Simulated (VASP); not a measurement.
Wanted: the native input for a VASP 6.6.1 run.

```
Task                   : single point
Functional             : PBEsol
Potentials or basis    : VASP PAW PBE potentials, release 64 (Al, Cu)
Cutoff                 : 520 eV
k mesh                 : 12 × 12 × 8
Occupations            : gaussian, width 0.1 eV
Spin                   : no spin polarisation
Dipole correction      : no
Further INCAR settings : ALGO = Fast; EDIFF = 1e-06; NBANDS = 46
```

The structure of AlCu3 lies in POSCAR:

```
AlCu3
1.0
    5.1523535438      0.0000000000      0.0000000000
   -2.5761767719      4.4620690582      0.0000000000
    0.0000000000      0.0000000000      4.1881809443
Al Cu
2 6
Direct
    0.6666666667      0.3333333333      0.2500000000
    0.3333333333      0.6666666667      0.7500000000
    0.3305728237      0.1652864119      0.7500000000
    0.8347135881      0.1652864119      0.7500000000
    0.8347135881      0.6694271763      0.7500000000
    0.6694271763      0.8347135881      0.2500000000
    0.1652864119      0.8347135881      0.2500000000
    0.1652864119      0.3305728237      0.2500000000
```

One way to write it, as run:

INCAR

```
  PREC = Accurate
  ENCUT = 520
  EDIFF = 1E-6
  ISMEAR = 0
  SIGMA = 0.1
  LREAL = False
  LASPH = True
  NELM = 60
  ALGO = Fast
  ISIF = 2
  LWAVE = False
  LCHARG = True
  GGA = PS
  LELF = True
  LVHAR = True
  NBANDS = 46
```

KPOINTS

```
regular mesh
0
Gamma
  12 12 8
```

Potentials or basis: VASP PAW PBE potentials, release 64 (Al, Cu).

Launch:

```console
$ cat potpaw_PBE.64/Al/POTCAR potpaw_PBE.64/Cu/POTCAR > POTCAR
$ mpirun -np 1 vasp_std > vasp.out
```

Results of the run:

- Pressure: -0.5 GPa
- Band gap on the k mesh: zero (bands 36 and 37 overlap by 2.57 eV)

Caveat: the PAW data sets were made with another functional, which shifts forces and pressure a little.

Wall time 8.4 min on 1 thread of Intel Xeon 8259CL (shared host), peak memory 0.44 GiB.
